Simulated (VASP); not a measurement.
# K (P6/mmm) in VASP: further runs

Runs on K. Level: PBE. Tasks: single point.

All numbers are computed with VASP 6.6.1; they aren't measurements. Logs are shortened: lines on timing, memory, paths and dates and some standing lists are left out, and cuts for length are marked.

### Step 1. The cell of the first run

Symmetry: P6/mmm, No. 191, hexagonal system. The conventional cell has a = 7.398 Å, b = 7.398 Å, c = 4.425 Å, α = 90.00°, β = 90.00°, γ = 120.00°. Within 5.8 Å of K (site symmetry 6/mmm) lie 14 K at 4.42 to 4.81 Å. K (site symmetry -6m2) has 11 K at 4.27 to 4.81 Å within 5.6 Å.

This isn't the form of K at room conditions, which is bcc.

### Step 2. Single point, PBE (69.91 Å³/atom)

INCAR reads:

```
SYSTEM = K
PREC = Accurate
ENCUT = 520
EDIFF = 1E-6
ISMEAR = 0
SIGMA = 0.1
LREAL = .FALSE.
LASPH = .TRUE.
NELM = 80
ALGO = Fast
ISIF = 2
LWAVE = .FALSE.
LCHARG = .FALSE.
GGA = PE
NBANDS = 20
```

KPOINTS reads:

```
regular mesh
0
G
  6 6 10
  0 0 0
```

POSCAR reads:

```
K
1.0
    7.3980439258      0.0000000000      0.0000000000
   -3.6990219629      6.4068939780      0.0000000000
    0.0000000000      0.0000000000      4.4247803090
K
3
Direct
    0.0000000000      0.0000000000      0.5000000000
    0.3333333333      0.6666666667      0.0000000000
    0.6666666667      0.3333333333      0.0000000000
```

Potentials or basis: VASP PAW PBE potentials, release 64 (K_sv).

Command:

```
$ cat potpaw_PBE.64/K_sv/POTCAR > POTCAR
$ mpirun -np 1 vasp_std > vasp.out
```

OUTCAR:

```text
SYSTEM = K
   PREC = Accurate
   ENCUT = 520
   EDIFF = 1E-6
   ISMEAR = 0
   LREAL = .FALSE.
   LASPH = .TRUE.
   NELM = 80
   ISIF = 2
   GGA = PE

 ion  position               nearest neighbor table
   1  0.000  0.000  0.500-
   2  0.333  0.667  0.000-
   3  0.667  0.333  0.000-

  LATTYP: Found a hexagonal cell.
 ALAT       =     7.3980439258
 C/A-ratio  =     0.5981013837

  Lattice vectors:

 A1 = (   7.3980439258,   0.0000000000,   0.0000000000)
 A2 = (  -3.6990219629,   6.4068939780,   0.0000000000)
 A3 = (   0.0000000000,   0.0000000000,   4.4247803090)

Analysis of symmetry for initial positions (statically):
=====================================================================
 Subroutine PRICEL returns:
 Original cell was already a primitive cell.

 Routine SETGRP: Setting up the symmetry group for a
 hexagonal supercell.

 Subroutine GETGRP returns: Found 24 space group operations
 (whereof 24 operations were pure point group operations)
 out of a pool of 24 trial point group operations.

The static configuration has the point symmetry D_6h.

Analysis of symmetry for dynamics (positions and initial velocities):
=====================================================================
 Subroutine PRICEL returns:
 Original cell was already a primitive cell.

 Routine SETGRP: Setting up the symmetry group for a
 hexagonal supercell.

 Subroutine GETGRP returns: Found 24 space group operations
 (whereof 24 operations were pure point group operations)
 out of a pool of 24 trial point group operations.

The dynamic configuration has the point symmetry D_6h.

 Subroutine INISYM returns: Found 24 space group operations
 (whereof 24 operations are pure point group operations),
 and found     1 'primitive' translations

----------------------------------------------------------------------------------------

                                     Primitive cell

  volume of cell :     209.7279
[... 80 lines left out ...]
   NGXF,Y,Z  is equivalent  to a cutoff of  25.17, 25.17, 27.05 a.u.
 SYSTEM =  K
   PREC   = accura    normal or accurate (medium, high low for compatibility)
   ISTART =      0    job   : 0-new  1-cont  2-samecut
   ICHARG =      2    charge: 1-file 2-atom 10-const
   ISPIN  =      1    spin polarized calculation?
   LNONCOLLINEAR =      F non collinear calculations
   LSORBIT =      F    spin-orbit coupling
   LASPH  =      T    aspherical Exc in radial PAW
   ENCUT  =  520.0 eV  38.22 Ry    6.18 a.u.  13.76 13.76  8.23*2*pi/ulx,y,z
   NELM   =     80;   NELMIN=  2; NELMDL= -5     # of ELM steps
   EDIFF  = 0.1E-05   stopping-criterion for ELM
   LREAL  =      F    real-space projection
   EDIFFG = 0.1E-04   stopping-criterion for IOM
   NSW    =      0    number of steps for IOM
   IBRION =     -1    ionic relax: 0-MD 1-quasi-New 2-CG
   NFREE  =      0    steps in history (QN), initial steepest desc. (CG)
   ISIF   =      2    stress and relaxation
   ISYM   =      2    0-nonsym 1-usesym 2-fastsym
   POTIM  = 0.5000    time-step for ionic-motion
   TEBEG  =    0.0;   TEEND  =   0.0 temperature during run
   PSTRESS=    0.0 pullay stress
   NELECT =      27.0000    total number of electrons
   NUPDOWN=      -1.0000    fix difference up-down
   EMIN   =  10.00;   EMAX   =-10.00  energy-range for DOS
   EFERMI =   0.00;   METHOD = LEGACY
   ISMEAR =     0;   SIGMA  =   0.10  broadening in eV -4-tet -1-fermi 0-gaus
   EFERMI_NEDOS =   21; number of points for ismear=-14 and -15
   IALGO  =     68    algorithm
   IMIX   =      4    mixing-type and parameters
     AMIX     =   0.40;   BMIX     =  1.00
     AMIX_MAG =   1.60;   BMIX_MAG =  1.00
  volume/ion in A,a.u.               =      69.91       471.77
  Fermi-wavevector in a.u.,A,eV,Ry     =   0.826629  1.562103  9.297075  0.683316
  Thomas-Fermi vector in A             =   1.938694
   LORBIT       =      0    0 simple, 1 ext, 2 COOP (PROOUT), +10 PAW based schemes
   GGA     = PE    functional components
   LHFCALC =     F    Hartree Fock is set to
   AEXX    =    0.0000 exact exchange contribution
   IVDW    =     0    specifies the selected vdW correction
   LEPSILON=     F    determine dielectric tensor
   LRPA    =     F    only Hartree local field effects (RPA)
 non-spin polarized calculation
 RMM-DIIS sequential band-by-band and
 Gauss-broadening in eV      SIGMA  =   0.10
  energy-cutoff  :      520.00
  volume of cell :      209.73
 maximum number of plane-waves:      5674
 NGX is ok and might be reduce to    56
   NGX = 27   NGY = 27   NGZ = 17

 number of electron      27.0000000 magnetization

 Free energy of the ion-electron system (eV)
  ---------------------------------------------------
  ext. energy  EPLUGINS =         0.00000000
  ---------------------------------------------------
  free energy    TOTEN  =        -3.10685536 eV

  energy without entropy =       -3.09541147  energy(sigma->0) =       -3.10113342

 E-fermi :  -0.0067     XC(G=0):  -5.7739

 val. band max:       -0.0071218985   @ k =   0.1667   0.1667   0.0000
 cond. band min:      -0.0018520397   @ k =   0.5000   0.0000   0.4000
 fundamental gap:      0.0052698588
 Fermi energy:        -0.0066850465

 k-point     1 :       0.0000    0.0000    0.0000
  band No.  band energies     occupation
      1     -32.1532      2.00000
      2     -32.1462      2.00000
      3     -32.0479      2.00000
      4     -15.6691      2.00000
      5     -15.6691      2.00000
      6     -15.6130      2.00000
[... 541 lines left out ...]
     19       2.6070      0.00000
     20       3.2395      0.00000

 [... further k-points ...]

------------------------ aborting loop because EDIFF is reached ----------------------------------------

  FORCE on cell =-STRESS in cart. coord.  units (eV):
  Direction    XX          YY          ZZ          XY          YZ          ZX
  --------------------------------------------------------------------------------------
  -------------------------------------------------------------------------------------
  Total        0.2932536      0.2932536      0.3025929      0.0000000      0.0000000     -0.0000000
  in kB        2.2402570      2.2402570      2.3116024      0.0000000      0.0000000     -0.0000000
  external PRESSURE =       2.2640388 kB  Pullay stress =       0.0000000 kB

 VOLUME and BASIS-vectors are now :
 -----------------------------------------------------------------------------
  energy-cutoff  :      520.00
  volume of cell :      209.73
      direct lattice vectors                 reciprocal lattice vectors
     7.398043926  0.000000000  0.000000000     0.135170865  0.078040936  0.000000000
    -3.699021963  6.406893978  0.000000000     0.000000000  0.156081871  0.000000000
     0.000000000  0.000000000  4.424780309     0.000000000  0.000000000  0.225999921

 POSITION                                       TOTAL-FORCE (eV/Angst)
 -----------------------------------------------------------------------------------
      0.00000      0.00000      2.21239         0.000000      0.000000      0.000000
     -0.00000      4.27126      0.00000         0.000000      0.000000     -0.000000
      3.69902      2.13563      0.00000        -0.000000     -0.000000      0.000000
 -----------------------------------------------------------------------------------
    total drift:                                0.000000     -0.000000     -0.000000

  FREE ENERGIE OF THE ION-ELECTRON SYSTEM (eV)
  ---------------------------------------------------
  free  energy   TOTEN  =        -3.1068553640 eV

  energy  without entropy=       -3.0954114695  energy(sigma->0) =       -3.10113342
```

OSZICAR:

```text
N       E                     dE             d eps       ncg     rms          rms(c)
DAV:   1     0.190482726410E+03    0.19048E+03   -0.11446E+04  1680   0.106E+03
DAV:   2     0.119237621257E+02   -0.17856E+03   -0.17588E+03  1844   0.314E+02
DAV:   3    -0.223389167672E+01   -0.14158E+02   -0.14054E+02  2780   0.670E+01
DAV:   4    -0.307964924554E+01   -0.84576E+00   -0.84292E+00  2432   0.139E+01
DAV:   5    -0.310584279572E+01   -0.26194E-01   -0.26189E-01  2476   0.229E+00    0.367E+00
RMM:   6    -0.310560921852E+01    0.23358E-03   -0.72607E-03  2084   0.576E-01    0.230E+00
RMM:   7    -0.310638320198E+01   -0.77398E-03   -0.11757E-02  2255   0.613E-01    0.120E-01
RMM:   8    -0.310672296203E+01   -0.33976E-03   -0.25752E-03  2471   0.303E-01    0.448E-02
RMM:   9    -0.310682429106E+01   -0.10133E-03   -0.58410E-04  2772   0.105E-01    0.275E-02
RMM:  10    -0.310684403466E+01   -0.19744E-04   -0.15498E-04  3011   0.484E-02    0.700E-03
RMM:  11    -0.310685080739E+01   -0.67727E-05   -0.62189E-05  2911   0.276E-02    0.587E-03
RMM:  12    -0.310685380112E+01   -0.29937E-05   -0.19419E-05  2502   0.171E-02    0.336E-03
RMM:  13    -0.310685489509E+01   -0.10940E-05   -0.10640E-05  2121   0.119E-02    0.187E-03
RMM:  14    -0.310685536395E+01   -0.46886E-06   -0.42008E-06  1802   0.843E-03
   1 F= -.31068554E+01 E0= -.31011334E+01  d E =-.114439E-01
```

It took 4.1 min on 1 thread of Intel Xeon Platinum 8375C at 2.90GHz (Ice Lake), shared host; peak memory 0.38 GiB.

What came out:

- Free energy: -3.1069 eV
- Pressure: 0.2 GPa
- Band gap on the k mesh: zero (an odd number of electrons rules out a gap without spin polarisation)

### Step 3. Single point, PBE (72.14 Å³/atom)

This run uses another cell than the first one, of 72.14 Å³/atom.

INCAR reads:

```
SYSTEM = K
ALGO = Fast ; EDIFF = 1E-6
ENCUT = 520 ; GGA = PE
ISIF = 2 ; ISMEAR = 0
LASPH = .True. ; LCHARG = .False.
LREAL = .False. ; LWAVE = .False.
NBANDS = 20 ; NELM = 60
PREC = Accurate ; SIGMA = 0.1
```

KPOINTS reads:

```
k-points
0
Gamma
  6 6 10
  0 0 0
```

POSCAR reads:

```
K
1.0
    7.4759237955      0.0000000000      0.0000000000
   -3.7379618977      6.4743399237      0.0000000000
    0.0000000000      0.0000000000      4.4713603669
K
3
Direct
    0.0000000000      0.0000000000      0.5000000000
    0.3333333333      0.6666666667      0.0000000000
    0.6666666667      0.3333333333      0.0000000000
```

Potentials or basis: VASP PAW PBE potentials, release 64 (K_sv).

Command:

```
$ cat potpaw_PBE.64/K_sv/POTCAR > POTCAR
$ mpirun -np 1 vasp_std > vasp.out
```

Run time: 4.9 min. Hardware: 1 thread of Intel Xeon Platinum 8375C at 2.90GHz (Ice Lake), shared host; peak memory 0.39 GiB.

It converged, with:

```yaml
Free_energy: -3.1141 eV
Pressure: 0.1 GPa
Band_gap_on_the_k_mesh: zero (an odd number of electrons rules out a gap without spin polarisation)
```

Levels at points of the mesh, in eV from the Fermi level:
| k point | band 9 | band 10 | band 11 | band 12 | band 13 | band 14 | band 15 | band 16 | band 17 | band 18 |
| --- | --- | --- | --- | --- | --- | --- | --- | --- | --- | --- |
| (0.00, 0.00, 0.00) | -15.60 | -15.54 | -15.54 | -15.52 | -2.18 | 1.16 | 1.16 | 1.17 | 1.17 | 1.49 |
| (0.50, 0.00, 0.00) | -15.61 | -15.54 | -15.54 | -15.52 | -1.19 | -1.18 | 0.42 | 0.66 | 2.71 | 2.84 |
| (0.00, 0.00, 0.50) | -15.61 | -15.58 | -15.54 | -15.54 | -0.25 | -0.13 | 1.79 | 1.79 | 1.90 | 1.90 |
| (0.50, 0.00, 0.50) | -15.61 | -15.58 | -15.54 | -15.54 | 0.51 | 0.55 | 0.68 | 0.72 | 1.55 | 1.88 |
